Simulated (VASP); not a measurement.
# P in VASP: further runs

The runs below take P through single point, relaxation of cell and atoms, with LDA.

All numbers are computed with VASP 6.6.1; they aren't measurements. Logs are shortened: lines on timing, memory, paths and dates and some standing lists are left out, and cuts for length are marked.

## (1) The cell of the first run

The cell holds a slab with vacuum, 4 atoms: a = 3.272 Å, b = 34.880 Å, c = 4.369 Å, α = 90.00°, β = 90.00°, γ = 90.00°.

## (2) Single point, LDA

INCAR reads:

```
PREC = Accurate
ENCUT = 520
EDIFF = 1E-6
ISMEAR = 0
SIGMA = 0.02
LREAL = F
LASPH = T
NELM = 100
ALGO = Normal
ISIF = 2
LWAVE = F
LCHARG = F
GGA = CA
NBANDS = 18
```

KPOINTS reads:

```
regular mesh
0
Gamma
  8 1 6
```

POSCAR reads:

```
P
1.0
    3.2720829608      0.0000000000      0.0000000000
    0.0000000000     34.8803663254      0.0000000000
    0.0000000000      0.0000000000      4.3686340461
P
4
Direct
    0.0000000000      0.9697541063      0.5811105898
    0.0000000000      0.0302458937      0.4188894102
    0.5000000000      0.0302458937      0.0811105898
    0.5000000000      0.9697541063      0.9188894102
```

Potentials or basis: VASP PAW LDA potentials, release 64 (P).

The run is started by

```
cat potpaw_LDA.64/P/POTCAR > POTCAR
mpirun -np 1 vasp_std > vasp.out
```

OUTCAR:

```text
PREC = Accurate
   ENCUT = 520
   EDIFF = 1E-6
   ISMEAR = 0
   LREAL = F
   LASPH = T
   NELM = 100
   ISIF = 2
   GGA = CA

 ion  position               nearest neighbor table
   1  0.000  0.970  0.581-   4 2.20   4 2.20   2 2.23
   2  0.000  0.030  0.419-   3 2.20   3 2.20   1 2.23
   3  0.500  0.030  0.081-   2 2.20   2 2.20   4 2.23
   4  0.500  0.970  0.919-   1 2.20   1 2.20   3 2.23

  LATTYP: Found a simple orthorhombic cell.
 ALAT       =     3.2720829608
 B/A-ratio  =     1.3351232528
 C/A-ratio  =    10.6599883754

  Lattice vectors:

 A1 = (  -3.2720829608,   0.0000000000,   0.0000000000)
 A2 = (   0.0000000000,   0.0000000000,   4.3686340461)
 A3 = (   0.0000000000,  34.8803663254,   0.0000000000)

Analysis of symmetry for initial positions (statically):
=====================================================================
 Subroutine PRICEL returns:
 Original cell was already a primitive cell.

 Routine SETGRP: Setting up the symmetry group for a
 simple orthorhombic supercell.

 Subroutine GETGRP returns: Found  8 space group operations
 (whereof  4 operations were pure point group operations)
 out of a pool of  8 trial point group operations.

The static configuration has the point symmetry C_2h.
 The point group associated with its full space group is D_2h.

Analysis of symmetry for dynamics (positions and initial velocities):
=====================================================================
 Subroutine PRICEL returns:
 Original cell was already a primitive cell.

 Routine SETGRP: Setting up the symmetry group for a
 simple orthorhombic supercell.

 Subroutine GETGRP returns: Found  8 space group operations
 (whereof  4 operations were pure point group operations)
 out of a pool of  8 trial point group operations.

The dynamic configuration has the point symmetry C_2h.
 The point group associated with its full space group is D_2h.

 Subroutine INISYM returns: Found  8 space group operations
 (whereof  4 operations are pure point group operations),
 and found     1 'primitive' translations

----------------------------------------------------------------------------------------

                                     Primitive cell

  volume of cell :     498.5985

  direct lattice vectors                    reciprocal lattice vectors
     3.272082961  0.000000000  0.000000000     0.305615723  0.000000000  0.000000000
     0.000000000 34.880366325  0.000000000     0.000000000  0.028669424  0.000000000
     0.000000000  0.000000000  4.368634046     0.000000000  0.000000000  0.228904502

  length of vectors
     3.272082961 34.880366325  4.368634046     0.305615723  0.028669424  0.228904502

  position of ions in fractional coordinates (direct lattice)
     0.000000000  0.969754106  0.581110590
     0.000000000  0.030245894  0.418889410
     0.500000000  0.030245894  0.081110590
     0.500000000  0.969754106  0.918889410

  ion indices of the primitive-cell ions
   primitive index   ion index
                 1           1
                 2           2
                 3           3
                 4           4

----------------------------------------------------------------------------------------

 KPOINTS: regular mesh

Automatic generation of k-mesh.
 Grid dimensions read from file:
 generate k-points for:    8    1    6

 Generating k-lattice:

  Cartesian coordinates                     Fractional coordinates (reciprocal lattice)
     0.038201965  0.000000000  0.000000000     0.125000000  0.000000000  0.000000000
     0.000000000  0.028669424  0.000000000     0.000000000  1.000000000  0.000000000
     0.000000000  0.000000000  0.038150750     0.000000000  0.000000000  0.166666667

  Length of vectors
     0.038201965  0.028669424  0.038150750

  Shift w.r.t. Gamma in fractional coordinates (k-lattice)
     0.000000000  0.000000000  0.000000000

 Subroutine IBZKPT returns following result:
 ===========================================

 Found     20 irreducible k-points:

 Following reciprocal coordinates:
            Coordinates               Weight
  0.000000  0.000000  0.000000      1.000000
  0.125000  0.000000  0.000000      2.000000
  0.250000  0.000000  0.000000      2.000000
  0.375000  0.000000  0.000000      2.000000
  0.500000  0.000000  0.000000      1.000000
  0.000000  0.000000  0.166667      2.000000
[... 12 lines left out ...]
  0.375000  0.000000  0.500000      2.000000
  0.500000  0.000000  0.500000      1.000000
   k-points           NKPTS =     20   k-points in BZ     NKDIM =     20   number of bands    NBANDS=     18
   number of dos      NEDOS =    301   number of ions     NIONS =      4
   total plane-waves  NPLWV = 207360
   dimension x,y,z NGX =    24 NGY =  270 NGZ =   32
   dimension x,y,z NGXF=    48 NGYF=  540 NGZF=   64
   ions per type =               4
   NGX,Y,Z   is equivalent  to a cutoff of  12.19, 12.87, 12.18 a.u.
   NGXF,Y,Z  is equivalent  to a cutoff of  24.39, 25.74, 24.35 a.u.
 SYSTEM =  unknown system
   PREC   = accura    normal or accurate (medium, high low for compatibility)
   ISTART =      0    job   : 0-new  1-cont  2-samecut
   ICHARG =      2    charge: 1-file 2-atom 10-const
   ISPIN  =      1    spin polarized calculation?
   LNONCOLLINEAR =      F non collinear calculations
   LSORBIT =      F    spin-orbit coupling
   LASPH  =      T    aspherical Exc in radial PAW
   ENCUT  =  520.0 eV  38.22 Ry    6.18 a.u.   6.08 64.85  8.12*2*pi/ulx,y,z
   NELM   =    100;   NELMIN=  2; NELMDL= -5     # of ELM steps
   EDIFF  = 0.1E-05   stopping-criterion for ELM
   LREAL  =      F    real-space projection
   EDIFFG = 0.1E-04   stopping-criterion for IOM
   NSW    =      0    number of steps for IOM
   IBRION =     -1    ionic relax: 0-MD 1-quasi-New 2-CG
   NFREE  =      0    steps in history (QN), initial steepest desc. (CG)
   ISIF   =      2    stress and relaxation
   ISYM   =      2    0-nonsym 1-usesym 2-fastsym
   POTIM  = 0.5000    time-step for ionic-motion
   TEBEG  =    0.0;   TEEND  =   0.0 temperature during run
   PSTRESS=    0.0 pullay stress
   NELECT =      20.0000    total number of electrons
   NUPDOWN=      -1.0000    fix difference up-down
   EMIN   =  10.00;   EMAX   =-10.00  energy-range for DOS
   EFERMI =   0.00;   METHOD = LEGACY
   ISMEAR =     0;   SIGMA  =   0.02  broadening in eV -4-tet -1-fermi 0-gaus
   EFERMI_NEDOS =   21; number of points for ismear=-14 and -15
   IALGO  =     38    algorithm
   IMIX   =      4    mixing-type and parameters
     AMIX     =   0.40;   BMIX     =  1.00
     AMIX_MAG =   1.60;   BMIX_MAG =  1.00
  volume/ion in A,a.u.               =     124.65       841.18
  Fermi-wavevector in a.u.,A,eV,Ry     =   0.560404  1.059010  4.272944  0.314053
  Thomas-Fermi vector in A             =   1.596263
   LORBIT       =      0    0 simple, 1 ext, 2 COOP (PROOUT), +10 PAW based schemes
   GGA     = CA    functional components
   LHFCALC =     F    Hartree Fock is set to
   AEXX    =    0.0000 exact exchange contribution
   IVDW    =     0    specifies the selected vdW correction
   LEPSILON=     F    determine dielectric tensor
   LRPA    =     F    only Hartree local field effects (RPA)
 non-spin polarized calculation
 Gauss-broadening in eV      SIGMA  =   0.02
  energy-cutoff  :      520.00
  volume of cell :      498.60
 maximum number of plane-waves:     13488
   NGX = 13   NGY =129   NGZ = 17

 number of electron      19.9999998 magnetization

 Free energy of the ion-electron system (eV)
  ---------------------------------------------------
  ext. energy  EPLUGINS =         0.00000000
  ---------------------------------------------------
  free energy    TOTEN  =       -23.75739367 eV

  energy without entropy =      -23.75739367  energy(sigma->0) =      -23.75739367

 E-fermi :  -3.2006     XC(G=0):  -1.8538

 val. band max:       -3.3519404364   @ k =   0.0000   0.0000   0.0000
 cond. band min:      -2.7532465962   @ k =   0.0000   0.0000   0.0000
 fundamental gap:      0.5986938403
 Fermi energy:        -3.2006216547

 k-point     1 :       0.0000    0.0000    0.0000
  band No.  band energies     occupation
      1     -18.7260      2.00000
      2     -16.0071      2.00000
      3     -12.3802      2.00000
      4      -9.3058      2.00000
      5      -8.2705      2.00000
      6      -7.7803      2.00000
[... 10 lines left out ...]
     17       1.7063      0.00000
     18       1.8508      0.00000

 k-point     2 :       0.1250    0.0000    0.0000
  band No.  band energies     occupation
      1     -18.5356      2.00000
      2     -15.8099      2.00000
      3     -12.5052      2.00000
      4      -9.1553      2.00000
      5      -8.0978      2.00000
      6      -8.0400      2.00000
[... 10 lines left out ...]
     17       1.9261      0.00000
     18       1.9541      0.00000

 k-point     3 :       0.2500    0.0000    0.0000
  band No.  band energies     occupation
      1     -17.9698      2.00000
      2     -15.2207      2.00000
      3     -13.1374      2.00000
      4      -9.4187      2.00000
      5      -8.7522      2.00000
      6      -8.7398      2.00000
[... 10 lines left out ...]
     17       1.9662      0.00000
     18       2.3681      0.00000

 k-point     4 :       0.3750    0.0000    0.0000
  band No.  band energies     occupation
      1     -17.0481      2.00000
      2     -14.4028      2.00000
      3     -14.2487      2.00000
      4     -11.2566      2.00000
      5      -8.7128      2.00000
      6      -8.2463      2.00000
[... 291 lines left out ...]
      4     -11.8949      2.00000
      5      -9.0364      2.00000
      6      -9.0364      2.00000
[... 10 lines left out ...]
     17       3.0163      0.00000
     18       3.0163      0.00000

 k-point    19 :       0.3750    0.0000    0.5000
  band No.  band energies     occupation
      1     -15.9189      2.00000
      2     -15.9189      2.00000
      3     -12.5691      2.00000
      4     -12.5691      2.00000
      5      -9.3390      2.00000
      6      -9.3390      2.00000
[... 10 lines left out ...]
     17       3.5021      0.00000
     18       3.5021      0.00000

 k-point    20 :       0.5000    0.0000    0.5000
  band No.  band energies     occupation
      1     -15.3411      2.00000
      2     -15.3411      2.00000
      3     -13.2835      2.00000
      4     -13.2835      2.00000
      5      -8.5154      2.00000
      6      -8.5154      2.00000
[... 10 lines left out ...]
     17       2.6787      0.00000
     18       2.6787      0.00000

------------------------ aborting loop because EDIFF is reached ----------------------------------------

  FORCE on cell =-STRESS in cart. coord.  units (eV):
  Direction    XX          YY          ZZ          XY          YZ          ZX
  --------------------------------------------------------------------------------------
  -------------------------------------------------------------------------------------
  Total       -0.1276399     -0.1570053     -0.1607822      0.0000000      0.0000000      0.0000000
  in kB       -0.4101531     -0.5045149     -0.5166512      0.0000000      0.0000000      0.0000000
  external PRESSURE =      -0.4771064 kB  Pullay stress =       0.0000000 kB

 VOLUME and BASIS-vectors are now :
 -----------------------------------------------------------------------------
  energy-cutoff  :      520.00
  volume of cell :      498.60
      direct lattice vectors                 reciprocal lattice vectors
     3.272082961  0.000000000  0.000000000     0.305615723  0.000000000  0.000000000
     0.000000000 34.880366325  0.000000000     0.000000000  0.028669424  0.000000000
     0.000000000  0.000000000  4.368634046     0.000000000  0.000000000  0.228904502

 POSITION                                       TOTAL-FORCE (eV/Angst)
 -----------------------------------------------------------------------------------
      0.00000     33.82538      2.53866         0.000000      0.033681      0.032529
      0.00000      1.05499      1.82997         0.000000     -0.033681     -0.032529
      1.63604      1.05499      0.35434         0.000000     -0.033681      0.032529
      1.63604     33.82538      4.01429         0.000000      0.033681     -0.032529
 -----------------------------------------------------------------------------------
    total drift:                               -0.000000      0.000000     -0.000000

  FREE ENERGIE OF THE ION-ELECTRON SYSTEM (eV)
  ---------------------------------------------------
  free  energy   TOTEN  =       -23.7573936677 eV

  energy  without entropy=      -23.7573936677  energy(sigma->0) =      -23.75739367
```

It took 88 s on 1 thread of Intel Xeon 6975P-C (Granite Rapids), shared host; peak memory 0.41 GiB.

What came out:

```yaml
Free_energy: -23.7574 eV
Largest_force: 0.047 eV/Å
Band_gap_on_the_k_mesh: 0.60 eV
```

Forces in eV/Å, atoms in the order of the input:
```
P    0.000  0.034  0.033
P    0.000 -0.034 -0.033
P    0.000 -0.034  0.033
P    0.000  0.034 -0.033
```

## (3) Relaxation of cell and atoms, LDA

This run uses another cell than the first one.

INCAR reads:

```
PREC     = Accurate       # precision mode
ENCUT    = 600            # plane-wave cutoff, eV
EDIFF    = 1E-6           # SCF threshold, eV
ISMEAR   = 0              # smearing method
SIGMA    = 0.02           # smearing width, eV
LREAL    = F              # projectors in reciprocal space
LASPH    = T              # aspherical terms in the spheres
NELM     = 100            # most SCF steps
ALGO     = Normal         # electronic algorithm
ISIF     = 3              # what is computed and relaxed
LWAVE    = F              # write WAVECAR
LCHARG   = F              # write CHGCAR
GGA      = CA             # functional
IBRION   = 2              # ionic algorithm
NSW      = 100            # ionic steps
EDIFFG   = -0.005         # ionic threshold
```

KPOINTS is that of step 2.

POSCAR reads:

```
P
1.0
    3.2837277200      0.0000000000      0.0000000000
    0.0000000000     34.8570309900      0.0000000000
    0.0000000000      0.0000000000      4.6320847100
P
4
Direct
    0.0000000000      0.9702614300      0.5921507200
    0.0000000000      0.0297385700      0.4078492800
    0.5000000000      0.0297385700      0.0921507200
    0.5000000000      0.9702614300      0.9078492800
```

Potentials or basis: VASP PAW LDA potentials, release 64 (P).

The run is started by

```
cat potpaw_LDA.64/P/POTCAR > POTCAR
mpirun -np 1 vasp_std > vasp.out
```

Wall time 13 min (1 thread of Intel Xeon 6975P-C (Granite Rapids), shared host); peak memory 0.59 GiB.

The run converged. Its results:

| Property | Result |
| --- | --- |
| Free energy | -23.7586 eV |
| Relaxed cell | a = 3.269 Å, b = 35.134 Å, c = 4.367 Å, α = 90.00°, β = 90.00°, γ = 90.00° |
| Space group after relaxing (to 0.1 Å) | Pmna (No. 53) |
| Energy gained by relaxing | 11.5 meV/atom |
| Ionic steps | 16 |
| Band gap on the k mesh | 0.60 eV |

Forces on the atoms (eV/Å):
```
P    0.000  0.000  0.003
P    0.000  0.000 -0.003
P    0.000  0.000  0.003
P    0.000  0.000 -0.003
```

The path:
```csv
step,energy change (eV),largest force (eV/Å),pressure (GPa),volume (Å³)
1,0.0000,0.1497,-0.28,530.19
2,-0.0165,0.2845,0.15,512.50
3,-0.0179,0.2430,0.05,516.21
4,-0.0277,0.0760,0.01,513.91
5,-0.0301,0.0999,-0.03,512.06
6,-0.0378,0.0440,-0.03,509.34
7,-0.0422,0.1124,-0.03,505.69
8,-0.0456,0.0268,0.01,502.89
9,-0.0456,0.0238,0.01,502.95
10,-0.0456,0.0211,0.01,503.00
11,-0.0457,0.0123,0.00,502.97
12,-0.0457,0.0155,-0.01,502.95
13,-0.0458,0.0132,0.00,502.28
14,-0.0458,0.0120,0.00,501.69
15,-0.0458,0.0148,0.00,501.59
16,-0.0459,0.0028,0.00,501.63
```

Final structure:
```xyz
4
Lattice="3.2695 0.0000 0.0000 0.0000 35.1339 0.0000 0.0000 0.0000 4.3670" Properties=species:S:1:pos:R:3 pbc="T T T"
P     0.0000   34.0811    2.5390
P     0.0000    1.0528    1.8280
P     1.6347    1.0528    0.3555
P     1.6347   34.0811    4.0115
```

Levels at points of the mesh, in eV from the valence-band top:
```
           k point  band 7  band 8  band 9  band 10  band 11  band 12  band 13  band 14
(0.00, 0.00, 0.00)   -3.59   -2.03   -1.82     0.00     0.60     1.44     2.71     3.51
(0.50, 0.00, 0.00)   -2.81   -2.81   -2.11    -2.11     1.21     1.21     1.79     1.79
(0.00, 0.00, 0.50)   -2.65   -2.65   -1.03    -1.03     2.07     2.07     3.56     3.56
(0.50, 0.00, 0.50)   -5.04   -5.04   -1.38    -1.38     2.32     2.32     4.37     4.37
```
